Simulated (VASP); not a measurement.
Here is a VASP 6.6.1 calculation.

Contents of INCAR:

```
SYSTEM = Al18H
ALGO = Normal ; EDIFF = 1E-6
EDIFFG = -0.03 ; ENCUT = 520
GGA = PE ; IBRION = 2
ISIF = 2 ; ISMEAR = 0
LASPH = .True. ; LCHARG = .False.
LREAL = Auto ; LWAVE = .False.
NELM = 80 ; NSW = 80
PREC = Accurate ; SIGMA = 0.05
```

KPOINTS

```
k-points
0
Gamma
  2 3 1
  0 0 0
```

File POSCAR:

```
Al18H
1.0
   12.1500000000      0.0000000000      0.0000000000
    0.0000000000      5.7275650000      0.0000000000
    0.0000000000      0.0000000000     14.8637820000
Al H
18 1
Selective dynamics
Direct
    0.0000000000      0.0000000000      0.0672776000  F F F
    0.3333333000      0.0000000000      0.0672776000  F F F
    0.6666667000      0.0000000000      0.0672776000  F F F
    0.0000000000      0.5000000000      0.0672776000  F F F
    0.3333333000      0.5000000000      0.0672776000  F F F
    0.6666667000      0.5000000000      0.0672776000  F F F
    0.1666667000      0.2500000000      0.1636119000  T T T
    0.5000000000      0.2500000000      0.1636119000  T T T
    0.8333333000      0.2500000000      0.1636119000  T T T
    0.1666667000      0.7500000000      0.1636119000  T T T
    0.5000000000      0.7500000000      0.1636119000  T T T
    0.8333333000      0.7500000000      0.1636119000  T T T
    0.0000000000      0.0000000000      0.2599461000  T T T
    0.3333333000      0.0000000000      0.2599461000  T T T
    0.6666667000      0.0000000000      0.2599461000  T T T
    0.0000000000      0.5000000000      0.2599461000  T T T
    0.3333333000      0.5000000000      0.2599461000  T T T
    0.6666667000      0.5000000000      0.2599461000  T T T
    0.5628015000      0.6746048000      0.2491817000  T T T
```

Potentials or basis: VASP PAW PBE potentials, release 64 (Al, H).

The run is started by

```console
$ cat potpaw_PBE.64/Al/POTCAR potpaw_PBE.64/H/POTCAR > POTCAR
$ mpirun -np 1 vasp_std > vasp.out
```

Problem. Predict the energy gained by relaxing.

Solution. 44.6 meV/atom.

Problem. Predict the band gap on the k mesh.

Solution. Zero (an odd number of electrons rules out a gap without spin polarisation).

Step by step:
```
step  energy change (eV)  largest force on free atoms (eV/Å)  pressure (GPa)
   1              0.0000                              2.1469           -1.12
   3             -0.3675                              0.5766           -1.32
   5             -0.3756                              0.5197           -1.34
   7             -0.4036                              0.4044           -1.34
   9             -0.4548                              0.3885           -1.34
  11             -0.5047                              0.2824           -1.28
  13             -0.5475                              0.1978           -1.25
  15             -0.5696                              0.1567           -1.27
  17             -0.5985                              0.1922           -1.32
  19             -0.6194                              0.2918           -1.32
  21             -0.6811                              0.3868           -1.30
  23             -0.6852                              0.4636           -1.30
  25             -0.7416                              0.3956           -1.31
  27             -0.7458                              0.3881           -1.31
  29             -0.7938                              0.3246           -1.33
  31             -0.8259                              0.1405           -1.34
  33             -0.8371                              0.0616           -1.33
  35             -0.8424                              0.0642           -1.32
  37             -0.8452                              0.0489           -1.32
  39             -0.8465                              0.0448           -1.33
  41             -0.8471                              0.0287           -1.33
```

Caveat: the k points lie up to 0.37 Å⁻¹ apart, too coarse for converged energies and pressures of a metal; there is no dipole correction, which matters where the two faces differ.
